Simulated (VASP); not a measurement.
# Y2Tl in VASP: single point with PBE

Aim: the single point of Y2Tl with PBE.

Program: VASP 6.6.1. These are calculated values, not measurements. Logs are shortened: lines on timing, memory, paths and dates and some standing lists are left out, and cuts for length are marked.

### 1 The cell of the first run

The typed cell holds 6 atoms: a = 5.416 Å, b = 5.416 Å, c = 6.748 Å, α = 90.00°, β = 90.00°, γ = 120.00°.

### 2 Single point, PBE

File INCAR:

```
SYSTEM = Y2Tl
PREC = Accurate
ENCUT = 520
EDIFF = 1E-7
ISMEAR = 1
SIGMA = 0.0805
LREAL = .FALSE.
LASPH = .TRUE.
NELM = 60
ALGO = Normal
ISIF = 2
LWAVE = .FALSE.
LCHARG = .FALSE.
GGA = PE
NBANDS = 44
```

File KPOINTS:

```
Automatic mesh
0
G
  4 4 3
  0 0 0
```

File POSCAR:

```
Y2Tl
1.0
    5.4164970000      0.0000000000      0.0000000000
   -2.7082480000      4.6908260000      0.0000000000
    0.0000000000      0.0000000000      6.7482600000
Y Tl
4 2
Direct
    0.3333000000      0.6667000000      0.7500000000
    0.6666000000      0.3333000000      0.2500000000
    0.0000000000      0.0000000000      0.0000000000
    0.0000000000      0.0000000000      0.5000000000
    0.3333000000      0.6667000000      0.2500000000
    0.6666000000      0.3333000000      0.7500000000
```

Potentials or basis: VASP PAW PBE potentials, release 64 (Y_sv, Tl_d).

The run is started by

```
$ cat potpaw_PBE.64/Y_sv/POTCAR potpaw_PBE.64/Tl_d/POTCAR > POTCAR
$ mpirun -np 1 vasp_std > vasp.out
```

OUTCAR:

```text
SYSTEM = Y2Tl
   PREC = Accurate
   ENCUT = 520
   EDIFF = 1E-7
   ISMEAR = 1
   LREAL = .FALSE.
   LASPH = .TRUE.
   NELM = 60
   ISIF = 2
   GGA = PE

 ion  position               nearest neighbor table
   1  0.333  0.667  0.750-   6 3.13   6 3.13   6 3.13   5 3.37   5 3.37   3 3.55   4 3.55   4 3.55
                             3 3.55   4 3.55   3 3.55
   2  0.667  0.333  0.250-   5 3.13   5 3.13   5 3.13   6 3.37   6 3.37   3 3.55   4 3.55   3 3.55
                             4 3.55   3 3.55   4 3.55
   3  0.000  0.000  0.000-   4 3.37   4 3.37   5 3.55   1 3.55   2 3.55   6 3.55   6 3.55   2 3.55
                             1 3.55   5 3.55   1 3.55   5 3.55   2 3.55   6 3.55
   4  0.000  0.000  0.500-   3 3.37   3 3.37   5 3.55   1 3.55   2 3.55   6 3.55   6 3.55   2 3.55
                             1 3.55   5 3.55   1 3.55   5 3.55   2 3.55   6 3.55
   5  0.333  0.667  0.250-   2 3.13   2 3.13   2 3.13   1 3.37   1 3.37   3 3.55   4 3.55   4 3.55
                             3 3.55   4 3.55   3 3.55
   6  0.667  0.333  0.750-   1 3.13   1 3.13   1 3.13   2 3.37   2 3.37   3 3.55   4 3.55   3 3.55
                             4 3.55   3 3.55   4 3.55

  LATTYP: Found a hexagonal cell.
 ALAT       =     5.4164970000
 C/A-ratio  =     1.2458716399

  Lattice vectors:

 A1 = (   5.4164970000,   0.0000000000,   0.0000000000)
 A2 = (  -2.7082480000,   4.6908260000,   0.0000000000)
 A3 = (   0.0000000000,   0.0000000000,   6.7482600000)

Analysis of symmetry for initial positions (statically):
=====================================================================
 Subroutine PRICEL returns:
 Original cell was already a primitive cell.

 Routine SETGRP: Setting up the symmetry group for a
 hexagonal supercell.

 Subroutine GETGRP returns: Found  4 space group operations
 (whereof  2 operations were pure point group operations)
 out of a pool of 24 trial point group operations.

The static configuration has the point symmetry C_2 .
 The point group associated with its full space group is C_2v.

Analysis of symmetry for dynamics (positions and initial velocities):
=====================================================================
 Subroutine PRICEL returns:
 Original cell was already a primitive cell.

 Routine SETGRP: Setting up the symmetry group for a
 hexagonal supercell.

 Subroutine GETGRP returns: Found  4 space group operations
 (whereof  2 operations were pure point group operations)
 out of a pool of 24 trial point group operations.

The dynamic configuration has the point symmetry C_2 .
 The point group associated with its full space group is C_2v.

 Subroutine INISYM returns: Found  4 space group operations
 (whereof  2 operations are pure point group operations),
 and found     1 'primitive' translations

----------------------------------------------------------------------------------------

                                     Primitive cell

  volume of cell :     171.4587

  direct lattice vectors                    reciprocal lattice vectors
     5.416497000  0.000000000  0.000000000     0.184621168  0.106591016  0.000000000
    -2.708248000  4.690826000  0.000000000     0.000000000  0.213182071  0.000000000
     0.000000000  0.000000000  6.748260000     0.000000000  0.000000000  0.148186347

  length of vectors
     5.416497000  5.416498481  6.748260000     0.213182129  0.213182071  0.148186347

  position of ions in fractional coordinates (direct lattice)
     0.333300000  0.666700000  0.750000000
     0.666600000  0.333300000  0.250000000
     0.000000000  0.000000000  0.000000000
     0.000000000  0.000000000  0.500000000
     0.333300000  0.666700000  0.250000000
     0.666600000  0.333300000  0.750000000

  ion indices of the primitive-cell ions
   primitive index   ion index
                 1           1
                 2           2
                 3           3
                 4           4
                 5           5
                 6           6

----------------------------------------------------------------------------------------

 KPOINTS: Automatic mesh

Automatic generation of k-mesh.
 Grid dimensions read from file:
 generate k-points for:    4    4    3

 Generating k-lattice:

  Cartesian coordinates                     Fractional coordinates (reciprocal lattice)
     0.046155292  0.026647754  0.000000000     0.250000000  0.000000000  0.000000000
     0.000000000  0.053295518  0.000000000     0.000000000  0.250000000  0.000000000
     0.000000000  0.000000000  0.049395449     0.000000000  0.000000000  0.333333333

  Length of vectors
     0.053295532  0.053295518  0.049395449

  Shift w.r.t. Gamma in fractional coordinates (k-lattice)
     0.000000000  0.000000000  0.000000000

 Subroutine IBZKPT returns following result:
 ===========================================

 Found     14 irreducible k-points:

 Following reciprocal coordinates:
            Coordinates               Weight
  0.000000  0.000000  0.000000      1.000000
  0.250000  0.000000  0.000000      4.000000
  0.000000  0.250000  0.000000      2.000000
  0.500000  0.000000  0.000000      2.000000
  0.000000  0.500000  0.000000      1.000000
  0.250000  0.250000  0.000000      4.000000
  0.500000  0.250000  0.000000      2.000000
  0.000000  0.000000  0.333333      2.000000
  0.250000  0.000000  0.333333      8.000000
  0.000000  0.250000  0.333333      4.000000
  0.500000  0.000000  0.333333      4.000000
  0.000000  0.500000  0.333333      2.000000
  0.250000  0.250000  0.333333      8.000000
  0.500000  0.250000  0.333333      4.000000
   k-points           NKPTS =     14   k-points in BZ     NKDIM =     14   number of bands    NBANDS=     44
   number of dos      NEDOS =    301   number of ions     NIONS =      6
   total plane-waves  NPLWV =  80000
   dimension x,y,z NGX =    40 NGY =   40 NGZ =   50
   dimension x,y,z NGXF=    80 NGYF=   80 NGZF=  100
   ions per type =               4   2
   NGX,Y,Z   is equivalent  to a cutoff of  12.28, 12.28, 12.32 a.u.
   NGXF,Y,Z  is equivalent  to a cutoff of  24.55, 24.55, 24.64 a.u.
 SYSTEM =  Y2Tl
   PREC   = accura    normal or accurate (medium, high low for compatibility)
   ISTART =      0    job   : 0-new  1-cont  2-samecut
   ICHARG =      2    charge: 1-file 2-atom 10-const
   ISPIN  =      1    spin polarized calculation?
   LNONCOLLINEAR =      F non collinear calculations
   LSORBIT =      F    spin-orbit coupling
   LASPH  =      T    aspherical Exc in radial PAW
   ENCUT  =  520.0 eV  38.22 Ry    6.18 a.u.  10.07 10.07 12.55*2*pi/ulx,y,z
   NELM   =     60;   NELMIN=  2; NELMDL= -5     # of ELM steps
   EDIFF  = 0.1E-06   stopping-criterion for ELM
   LREAL  =      F    real-space projection
   EDIFFG = 0.1E-05   stopping-criterion for IOM
   NSW    =      0    number of steps for IOM
   IBRION =     -1    ionic relax: 0-MD 1-quasi-New 2-CG
   NFREE  =      0    steps in history (QN), initial steepest desc. (CG)
   ISIF   =      2    stress and relaxation
   ISYM   =      2    0-nonsym 1-usesym 2-fastsym
   POTIM  = 0.5000    time-step for ionic-motion
   TEBEG  =    0.0;   TEEND  =   0.0 temperature during run
   PSTRESS=    0.0 pullay stress
   NELECT =      70.0000    total number of electrons
   NUPDOWN=      -1.0000    fix difference up-down
   EMIN   =  10.00;   EMAX   =-10.00  energy-range for DOS
   EFERMI =   0.00;   METHOD = LEGACY
   ISMEAR =     1;   SIGMA  =   0.08  broadening in eV -4-tet -1-fermi 0-gaus
   EFERMI_NEDOS =   21; number of points for ismear=-14 and -15
   IALGO  =     38    algorithm
   IMIX   =      4    mixing-type and parameters
     AMIX     =   0.40;   BMIX     =  1.00
     AMIX_MAG =   1.60;   BMIX_MAG =  1.00
  volume/ion in A,a.u.               =      28.58       192.84
  Fermi-wavevector in a.u.,A,eV,Ry     =   1.214472  2.295020 20.067819  1.474943
  Thomas-Fermi vector in A             =   2.349891
   LORBIT       =      0    0 simple, 1 ext, 2 COOP (PROOUT), +10 PAW based schemes
   GGA     = PE    functional components
   LHFCALC =     F    Hartree Fock is set to
   AEXX    =    0.0000 exact exchange contribution
   IVDW    =     0    specifies the selected vdW correction
   LEPSILON=     F    determine dielectric tensor
   LRPA    =     F    only Hartree local field effects (RPA)
 non-spin polarized calculation
 Methfessel and Paxton  Order N= 1 SIGMA  =   0.08
  energy-cutoff  :      520.00
  volume of cell :      171.46
 maximum number of plane-waves:      4650
   NGX = 21   NGY = 21   NGZ = 25

 number of electron      70.0000002 magnetization

 Free energy of the ion-electron system (eV)
  ---------------------------------------------------
  ext. energy  EPLUGINS =         0.00000000
  ---------------------------------------------------
  free energy    TOTEN  =       -31.94983603 eV

  energy without entropy =      -31.95600981  energy(sigma->0) =      -31.95189395

 E-fermi :   4.8756     XC(G=0): -10.0678

 val. band max:        4.8529126647   @ k =   0.0000   0.2500   0.0000
 cond. band min:       4.9147165908   @ k =   0.0000   0.0000   0.3333
 fundamental gap:      0.0618039261
 Fermi energy:         4.8755789133

 k-point     1 :       0.0000    0.0000    0.0000
  band No.  band energies     occupation
      1     -38.1739      2.00000
      2     -38.1502      2.00000
      3     -38.0924      2.00000
      4     -38.0697      2.00000
      5     -18.3164      2.00000
      6     -18.3052      2.00000
[... 36 lines left out ...]
     43       7.5700      0.00000
     44       7.9361      0.00000

 k-point     2 :       0.2500    0.0000    0.0000
  band No.  band energies     occupation
      1     -38.1658      2.00000
      2     -38.1503      2.00000
      3     -38.1002      2.00000
      4     -38.0696      2.00000
      5     -18.3788      2.00000
      6     -18.3277      2.00000
[... 36 lines left out ...]
     43       7.4320      0.00000
     44       7.4995      0.00000

 k-point     3 :       0.0000    0.2500    0.0000
  band No.  band energies     occupation
      1     -38.1658      2.00000
      2     -38.1503      2.00000
      3     -38.1002      2.00000
      4     -38.0696      2.00000
      5     -18.3787      2.00000
      6     -18.3277      2.00000
[... 506 lines left out ...]
     43       7.1261      0.00000
     44       7.5557      0.00000

 k-point    14 :       0.5000    0.2500    0.3333
  band No.  band energies     occupation
      1     -38.1533      2.00000
      2     -38.1513      2.00000
      3     -38.1009      2.00000
      4     -38.0803      2.00000
      5     -18.3324      2.00000
      6     -18.3090      2.00000
[... 36 lines left out ...]
     43       7.1261      0.00000
     44       7.6585      0.00000

------------------------ aborting loop because EDIFF is reached ----------------------------------------

  FORCE on cell =-STRESS in cart. coord.  units (eV):
  Direction    XX          YY          ZZ          XY          YZ          ZX
  --------------------------------------------------------------------------------------
  -------------------------------------------------------------------------------------
  Total        0.1223443      0.1256473      0.9701096      0.0000000      0.0000000      0.0000000
  in kB        1.1432327      1.1740970      9.0650825      0.0000001      0.0000000      0.0000000
  external PRESSURE =       3.7941374 kB  Pullay stress =       0.0000000 kB

 VOLUME and BASIS-vectors are now :
 -----------------------------------------------------------------------------
  energy-cutoff  :      520.00
  volume of cell :      171.46
      direct lattice vectors                 reciprocal lattice vectors
     5.416497000  0.000000000  0.000000000     0.184621168  0.106591016  0.000000000
    -2.708248000  4.690826000  0.000000000     0.000000000  0.213182071  0.000000000
     0.000000000  0.000000000  6.748260000     0.000000000  0.000000000  0.148186347

 POSITION                                       TOTAL-FORCE (eV/Angst)
 -----------------------------------------------------------------------------------
     -0.00027      3.12737      5.06119         0.000622     -0.001209      0.000000
      2.70798      1.56345      1.68707         0.000622      0.001209      0.000000
      0.00000      0.00000      0.00000        -0.000979      0.000000      0.000000
      0.00000      0.00000      3.37413        -0.000979      0.000000      0.000000
     -0.00027      3.12737      1.68707         0.000356     -0.001109     -0.000000
      2.70798      1.56345      5.06119         0.000356      0.001109      0.000000
 -----------------------------------------------------------------------------------
    total drift:                                0.000010     -0.000000      0.000000

  FREE ENERGIE OF THE ION-ELECTRON SYSTEM (eV)
  ---------------------------------------------------
  free  energy   TOTEN  =       -31.9498360276 eV

  energy  without entropy=      -31.9560098097  energy(sigma->0) =      -31.95189395
```

Wall time 87 s (1 thread of Intel Xeon Platinum 8488C (Sapphire Rapids), shared host); peak memory 0.31 GiB.

What came out:

```yaml
Free_energy: -31.9498 eV
Pressure: 0.4 GPa
Band_gap_on_the_k_mesh: zero (band 35 reaches 5.02 eV, above the bottom of band 36 at 4.65 eV)
```

Stress tensor (GPa, compression positive):
```
0.11 0.00 0.00
0.00 0.12 0.00
0.00 0.00 0.91
```

Levels at points of the mesh, in eV from the Fermi level:
```tsv
k point	band 32	band 33	band 34	band 35	band 36	band 37	band 38	band 39
(0.00, 0.00, 0.00)	-0.92	-0.72	-0.72	-0.22	-0.22	-0.03	-0.03	1.78
(0.50, 0.00, 0.00)	-1.08	-1.01	-0.82	-0.69	0.09	0.60	0.67	1.10
(0.00, 0.50, 0.00)	-1.08	-1.01	-0.82	-0.69	0.09	0.60	0.67	1.10
```

Caveat: spin-orbit coupling is left out, which moves the levels of the heavy elements.
